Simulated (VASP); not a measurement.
# BaTiO3 (P4mm) in VASP: further runs

Runs on BaTiO3. Level: PBEsol. Tasks: single point.

Program: VASP 6.6.1. These are calculated values, not measurements. Logs are shortened: lines on timing, memory, paths and dates and some standing lists are left out, and cuts for length are marked.

**1. The cell of the first run**

The structure is tetragonal, space group P4mm (No. 99). The conventional cell has a = 3.955 Å, b = 3.955 Å, c = 4.165 Å, α = 90.00°, β = 90.00°, γ = 90.00°. Within 3.7 Å of Ba (site symmetry 4mm) lie 12 O at 2.78 to 2.96 Å and 8 Ti at 3.45 to 3.53 Å. Ti (site symmetry 4mm) has 6 O at 1.81 to 2.35 Å within 2.4 Å. O (site symmetry 2mm) has 2 Ti at 1.99 Å within 2.6 Å. Within 2.4 Å of O (site symmetry 4mm) lie 2 Ti at 1.81 to 2.35 Å.

**2. Single point, PBEsol (strain along c alone, the other axes held: +3.0 %, then relaxed in part)**

Contents of INCAR:

```
PREC = Accurate
ENCUT = 520
EDIFF = 1E-7
ISMEAR = 0
SIGMA = 0.02
LREAL = F
LASPH = T
NELM = 80
ALGO = Normal
ISIF = 2
LWAVE = F
LCHARG = T
GGA = PS
LELF = T
LVHAR = T
NBANDS = 28
```

Contents of KPOINTS:

```
Automatic mesh
0
Gamma
  8 8 8
```

Contents of POSCAR:

```
BaTiO3
1.0
    3.9554885124      0.0000000000      0.0000000000
    0.0000000000      3.9554885124      0.0000000000
    0.0000000000      0.0000000000      4.1653607979
Ba Ti O
1 1 3
Direct
    0.5000000000      0.5000000000      0.5900912945
    0.0000000000      0.0000000000      0.1067900259
    0.0000000000      0.5000000000      0.0605245691
    0.5000000000      0.0000000000      0.0605245691
    0.0000000000      0.0000000000      0.5420665314
```

Potentials or basis: VASP PAW PBE potentials, release 64 (Ba_sv, Ti_sv, O).

Started as:

```bash
$ cat potpaw_PBE.64/Ba_sv/POTCAR potpaw_PBE.64/Ti_sv/POTCAR potpaw_PBE.64/O/POTCAR > POTCAR
$ mpirun -np 1 vasp_std > vasp.out
```

OUTCAR:

```text
PREC = Accurate
   ENCUT = 520
   EDIFF = 1E-7
   ISMEAR = 0
   LREAL = F
   LASPH = T
   NELM = 80
   ISIF = 2
   GGA = PS

 ion  position               nearest neighbor table
   1  0.500  0.500  0.590-   3 2.78   4 2.78   4 2.78   3 2.78   5 2.80   5 2.80   5 2.80   5 2.80
                             3 2.96   4 2.96   3 2.96   4 2.96   2 3.45   2 3.45   2 3.45   2 3.45
   2  0.000  0.000  0.107-   5 1.81   4 1.99   3 1.99   3 1.99   4 1.99   5 2.35   1 3.45   1 3.45
                             1 3.45   1 3.45   1 3.53   1 3.53   1 3.53   1 3.53
   3  0.000  0.500  0.061-   2 1.99   2 1.99   1 2.78   1 2.78   1 2.96   1 2.96
   4  0.500  0.000  0.061-   2 1.99   2 1.99   1 2.78   1 2.78   1 2.96   1 2.96
   5  0.000  0.000  0.542-   2 1.81   2 2.35   1 2.80   1 2.80   1 2.80   1 2.80

  LATTYP: Found a simple tetragonal cell.
 ALAT       =     3.9554885124
 C/A-ratio  =     1.0530584996

  Lattice vectors:

 A1 = (   3.9554885124,   0.0000000000,   0.0000000000)
 A2 = (   0.0000000000,   3.9554885124,   0.0000000000)
 A3 = (   0.0000000000,   0.0000000000,   4.1653607979)

Analysis of symmetry for initial positions (statically):
=====================================================================
 Subroutine PRICEL returns:
 Original cell was already a primitive cell.

 Routine SETGRP: Setting up the symmetry group for a
 simple tetragonal supercell.

 Subroutine GETGRP returns: Found  8 space group operations
 (whereof  8 operations were pure point group operations)
 out of a pool of 16 trial point group operations.

The static configuration has the point symmetry C_4v.

Analysis of symmetry for dynamics (positions and initial velocities):
=====================================================================
 Subroutine PRICEL returns:
 Original cell was already a primitive cell.

 Routine SETGRP: Setting up the symmetry group for a
 simple tetragonal supercell.

 Subroutine GETGRP returns: Found  8 space group operations
 (whereof  8 operations were pure point group operations)
 out of a pool of 16 trial point group operations.

The dynamic configuration has the point symmetry C_4v.

 Subroutine INISYM returns: Found  8 space group operations
 (whereof  8 operations are pure point group operations),
 and found     1 'primitive' translations

----------------------------------------------------------------------------------------

                                     Primitive cell

  volume of cell :      65.1708

  direct lattice vectors                    reciprocal lattice vectors
     3.955488512  0.000000000  0.000000000     0.252813274  0.000000000  0.000000000
     0.000000000  3.955488512  0.000000000     0.000000000  0.252813274  0.000000000
     0.000000000  0.000000000  4.165360798     0.000000000  0.000000000  0.240075242

  length of vectors
     3.955488512  3.955488512  4.165360798     0.252813274  0.252813274  0.240075242

  position of ions in fractional coordinates (direct lattice)
     0.500000000  0.500000000  0.590091294
     0.000000000  0.000000000  0.106790026
     0.000000000  0.500000000  0.060524569
     0.500000000  0.000000000  0.060524569
     0.000000000  0.000000000  0.542066531

  ion indices of the primitive-cell ions
   primitive index   ion index
                 1           1
                 2           2
                 3           3
                 4           4
                 5           5

----------------------------------------------------------------------------------------

 KPOINTS: Automatic mesh

Automatic generation of k-mesh.
 Grid dimensions read from file:
 generate k-points for:    8    8    8

 Generating k-lattice:

  Cartesian coordinates                     Fractional coordinates (reciprocal lattice)
     0.031601659  0.000000000  0.000000000     0.125000000  0.000000000  0.000000000
     0.000000000  0.031601659  0.000000000     0.000000000  0.125000000  0.000000000
     0.000000000  0.000000000  0.030009405     0.000000000  0.000000000  0.125000000

  Length of vectors
     0.031601659  0.031601659  0.030009405

  Shift w.r.t. Gamma in fractional coordinates (k-lattice)
     0.000000000  0.000000000  0.000000000

 Subroutine IBZKPT returns following result:
 ===========================================

 Found     75 irreducible k-points:

 Following reciprocal coordinates:
            Coordinates               Weight
  0.000000  0.000000  0.000000      1.000000
  0.125000  0.000000  0.000000      4.000000
  0.250000  0.000000  0.000000      4.000000
  0.375000  0.000000  0.000000      4.000000
  0.500000  0.000000  0.000000      2.000000
  0.125000  0.125000  0.000000      4.000000
[... 16 lines left out ...]
  0.375000  0.125000  0.125000     16.000000
  0.500000  0.125000  0.125000      8.000000
 [... further k-points ...]
   k-points           NKPTS =     75   k-points in BZ     NKDIM =     75   number of bands    NBANDS=     28
   number of dos      NEDOS =    301   number of ions     NIONS =      5
   total plane-waves  NPLWV =  28800
   dimension x,y,z NGX =    30 NGY =   30 NGZ =   32
   dimension x,y,z NGXF=    60 NGYF=   60 NGZF=   64
   ions per type =               1   1   3
   NGX,Y,Z   is equivalent  to a cutoff of  12.61, 12.61, 12.77 a.u.
   NGXF,Y,Z  is equivalent  to a cutoff of  25.22, 25.22, 25.54 a.u.
 SYSTEM =  unknown system
   PREC   = accura    normal or accurate (medium, high low for compatibility)
   ISTART =      0    job   : 0-new  1-cont  2-samecut
   ICHARG =      2    charge: 1-file 2-atom 10-const
   ISPIN  =      1    spin polarized calculation?
   LNONCOLLINEAR =      F non collinear calculations
   LSORBIT =      F    spin-orbit coupling
   LASPH  =      T    aspherical Exc in radial PAW
   ENCUT  =  520.0 eV  38.22 Ry    6.18 a.u.   7.35  7.35  7.74*2*pi/ulx,y,z
   NELM   =     80;   NELMIN=  2; NELMDL= -5     # of ELM steps
   EDIFF  = 0.1E-06   stopping-criterion for ELM
   LREAL  =      F    real-space projection
   EDIFFG = 0.1E-05   stopping-criterion for IOM
   NSW    =      0    number of steps for IOM
   IBRION =     -1    ionic relax: 0-MD 1-quasi-New 2-CG
   NFREE  =      0    steps in history (QN), initial steepest desc. (CG)
   ISIF   =      2    stress and relaxation
   ISYM   =      2    0-nonsym 1-usesym 2-fastsym
   POTIM  = 0.5000    time-step for ionic-motion
   TEBEG  =    0.0;   TEEND  =   0.0 temperature during run
   PSTRESS=    0.0 pullay stress
   NELECT =      40.0000    total number of electrons
   NUPDOWN=      -1.0000    fix difference up-down
   EMIN   =  10.00;   EMAX   =-10.00  energy-range for DOS
   EFERMI =   0.00;   METHOD = LEGACY
   ISMEAR =     0;   SIGMA  =   0.02  broadening in eV -4-tet -1-fermi 0-gaus
   EFERMI_NEDOS =   21; number of points for ismear=-14 and -15
   IALGO  =     38    algorithm
   IMIX   =      4    mixing-type and parameters
     AMIX     =   0.40;   BMIX     =  1.00
     AMIX_MAG =   1.60;   BMIX_MAG =  1.00
  volume/ion in A,a.u.               =      13.03        87.96
  Fermi-wavevector in a.u.,A,eV,Ry     =   1.391267  2.629114 26.335768  1.935624
  Thomas-Fermi vector in A             =   2.515123
   LORBIT       =      0    0 simple, 1 ext, 2 COOP (PROOUT), +10 PAW based schemes
   GGA     = PS    functional components
   LHFCALC =     F    Hartree Fock is set to
   AEXX    =    0.0000 exact exchange contribution
   IVDW    =     0    specifies the selected vdW correction
   LEPSILON=     F    determine dielectric tensor
   LRPA    =     F    only Hartree local field effects (RPA)
 non-spin polarized calculation
 Gauss-broadening in eV      SIGMA  =   0.02
  energy-cutoff  :      520.00
  volume of cell :       65.17
 maximum number of plane-waves:      1783
 NGX is ok and might be reduce to    30
   NGX = 15   NGY = 15   NGZ = 15

 number of electron      39.9999989 magnetization

 Free energy of the ion-electron system (eV)
  ---------------------------------------------------
  ext. energy  EPLUGINS =         0.00000000
  ---------------------------------------------------
  free energy    TOTEN  =       -41.99284347 eV

  energy without entropy =      -41.99284347  energy(sigma->0) =      -41.99284347

 E-fermi :   4.0346     XC(G=0): -11.4085

 val. band max:        3.7678639345   @ k =   0.5000   0.5000   0.5000
 cond. band min:       5.5439823161   @ k =   0.0000   0.0000   0.0000
 fundamental gap:      1.7761183816
 Fermi energy:         4.0345654754

 k-point     1 :       0.0000    0.0000    0.0000
  band No.  band energies     occupation
      1     -52.5439      2.00000
      2     -28.9946      2.00000
      3     -28.8661      2.00000
      4     -28.8661      2.00000
      5     -21.2880      2.00000
      6     -13.2106      2.00000
[... 20 lines left out ...]
     27       8.7516      0.00000
     28      10.4972      0.00000

 k-point     2 :       0.1250    0.0000    0.0000
  band No.  band energies     occupation
      1     -52.5437      2.00000
      2     -28.9942      2.00000
      3     -28.8751      2.00000
      4     -28.8657      2.00000
      5     -21.2697      2.00000
      6     -13.2152      2.00000
[... 20 lines left out ...]
     27       9.0588      0.00000
     28      10.8848      0.00000

 k-point     3 :       0.2500    0.0000    0.0000
  band No.  band energies     occupation
      1     -52.5433      2.00000
      2     -28.9933      2.00000
      3     -28.8969      2.00000
      4     -28.8649      2.00000
      5     -21.2251      2.00000
      6     -13.2761      2.00000
[... 20 lines left out ...]
     27       9.8095      0.00000
     28      11.7811      0.00000

 k-point     4 :       0.3750    0.0000    0.0000
  band No.  band energies     occupation
      1     -52.5428      2.00000
      2     -28.9923      2.00000
      3     -28.9186      2.00000
      4     -28.8640      2.00000
      5     -21.1795      2.00000
      6     -13.3821      2.00000
[... 578 lines left out ...]
     27      10.1737      0.00000
     28      11.6301      0.00000

 k-point    23 :       0.3750    0.1250    0.1250
  band No.  band energies     occupation
      1     -52.5425      2.00000
      2     -28.9968      2.00000
      3     -28.9178      2.00000
      4     -28.8727      2.00000
      5     -21.1587      2.00000
      6     -13.2626      2.00000
[... 20 lines left out ...]
     27      11.0078      0.00000
     28      12.0286      0.00000

 k-point    24 :       0.5000    0.1250    0.1250
  band No.  band energies     occupation
      1     -52.5423      2.00000
      2     -28.9964      2.00000
      3     -28.9266      2.00000
      4     -28.8724      2.00000
      5     -21.1413      2.00000
      6     -13.2984      2.00000
[... 20 lines left out ...]
     27      11.3919      0.00000
     28      12.1917      0.00000

 [... further k-points ...]
[... 5 lines left out ...]
  --------------------------------------------------------------------------------------
  -------------------------------------------------------------------------------------
  Total       -0.2964749     -0.2964749     -0.6125424      0.0000000      0.0000000      0.0000000
  in kB       -7.2886243     -7.2886243    -15.0589222      0.0000000      0.0000000      0.0000000
  external PRESSURE =      -9.8787236 kB  Pullay stress =       0.0000000 kB

 VOLUME and BASIS-vectors are now :
 -----------------------------------------------------------------------------
  energy-cutoff  :      520.00
  volume of cell :       65.17
      direct lattice vectors                 reciprocal lattice vectors
     3.955488512  0.000000000  0.000000000     0.252813274  0.000000000  0.000000000
     0.000000000  3.955488512  0.000000000     0.000000000  0.252813274  0.000000000
     0.000000000  0.000000000  4.165360798     0.000000000  0.000000000  0.240075242

 POSITION                                       TOTAL-FORCE (eV/Angst)
 -----------------------------------------------------------------------------------
      1.97774      1.97774      2.45794         0.000000     -0.000000     -0.050496
      0.00000      0.00000      0.44482         0.000000      0.000000     -0.075944
      0.00000      1.97774      0.25211         0.000000     -0.000000      0.027428
      1.97774      0.00000      0.25211        -0.000000      0.000000      0.027428
      0.00000      0.00000      2.25790         0.000000      0.000000      0.071584
 -----------------------------------------------------------------------------------
    total drift:                                0.000000      0.000000      0.000143

  FREE ENERGIE OF THE ION-ELECTRON SYSTEM (eV)
  ---------------------------------------------------
  free  energy   TOTEN  =       -41.9928434671 eV

  energy  without entropy=      -41.9928434671  energy(sigma->0) =      -41.99284347
```

Wall time 89 s (1 thread of Intel Xeon Platinum 8559C (Emerald Rapids), shared host); peak memory 0.26 GiB.

What came out:

| Quantity | Value |
| --- | --- |
| Free energy | -41.9928 eV |
| Pressure | -1.0 GPa |
| Largest force | 0.076 eV/Å |
| Band gap on the k mesh | 1.78 eV, indirect (least direct gap 2.34 eV) |

Forces on the atoms (eV/Å):
```
Ba   0.000  0.000 -0.050
Ti   0.000  0.000 -0.076
O    0.000  0.000  0.027
O    0.000  0.000  0.027
O    0.000  0.000  0.072
```

Stress tensor (GPa, compression positive):
```
-0.73  0.00  0.00
 0.00 -0.73  0.00
 0.00  0.00 -1.51
```

Caveat: the cell differs from its parent crystal (strain along c alone, the other axes held: +3.0 %, then relaxed in part); the PAW data sets were made with another functional, which shifts forces and pressure a little; spin-orbit coupling is left out, which moves the levels of the heavy elements. A k mesh can miss the band edges.

**3. Single point, PBEsol**

Contents of INCAR:

```
SYSTEM = BaTiO3
ALGO = Normal
EDIFF = 1E-7
ENCUT = 520
GGA = PS
ISIF = 2
ISMEAR = 0
LASPH = .True.
LCHARG = .False.
LREAL = .False.
LWAVE = .False.
NBANDS = 28
NELM = 100
PREC = Accurate
SIGMA = 0.02
```

Contents of KPOINTS:

```
k-points
0
Gamma
  8 8 8
  0 0 0
```

POSCAR is that of step 2.

Potentials or basis: VASP PAW PBE potentials, release 64 (Ba_sv, Ti_sv, O).

Started as:

```bash
$ cat potpaw_PBE.64/Ba_sv/POTCAR potpaw_PBE.64/Ti_sv/POTCAR potpaw_PBE.64/O/POTCAR > POTCAR
$ mpirun -np 1 vasp_std > vasp.out
```

It took 91 s on 1 thread of Intel Xeon Platinum 8559C (Emerald Rapids), shared host; peak memory 0.26 GiB.

It converged, with:

- Free energy: -41.9928 eV
- Pressure: -1.0 GPa
- Largest force: 0.076 eV/Å
- Band gap on the k mesh: 1.78 eV, indirect (least direct gap 2.34 eV)

Forces on the atoms (eV/Å):
```
Ba   0.000  0.000 -0.050
Ti   0.000  0.000 -0.076
O    0.000  0.000  0.027
O    0.000  0.000  0.027
O    0.000  0.000  0.072
```

Stress tensor (GPa, compression positive):
```
-0.73  0.00  0.00
 0.00 -0.73  0.00
 0.00  0.00 -1.51
```

Levels at points of the mesh, in eV from the valence-band top:
| k point | band 17 | band 18 | band 19 | band 20 | band 21 | band 22 | band 23 | band 24 |
| --- | --- | --- | --- | --- | --- | --- | --- | --- |
| (0.00, 0.00, 0.00) | -1.38 | -0.87 | -0.56 | -0.56 | 1.78 | 2.40 | 2.40 | 4.17 |
| (0.50, 0.00, 0.00) | -2.04 | -1.78 | -1.56 | -1.30 | 2.49 | 3.52 | 3.62 | 4.19 |
| (0.50, 0.50, 0.00) | -2.02 | -1.12 | -1.12 | -0.06 | 3.66 | 3.66 | 4.02 | 4.23 |
| (0.00, 0.00, 0.50) | -2.13 | -2.10 | -0.75 | -0.75 | 1.91 | 3.51 | 3.51 | 4.18 |
| (0.50, 0.00, 0.50) | -1.87 | -1.18 | -1.10 | -0.51 | 3.52 | 3.58 | 3.81 | 4.96 |
| (0.50, 0.50, 0.50) | -2.61 | -0.44 | -0.44 | 0.00 | 4.08 | 4.08 | 4.20 | 6.03 |

Caveat: the PAW data sets were made with another functional, which shifts forces and pressure a little; spin-orbit coupling is left out, which moves the levels of the heavy elements.
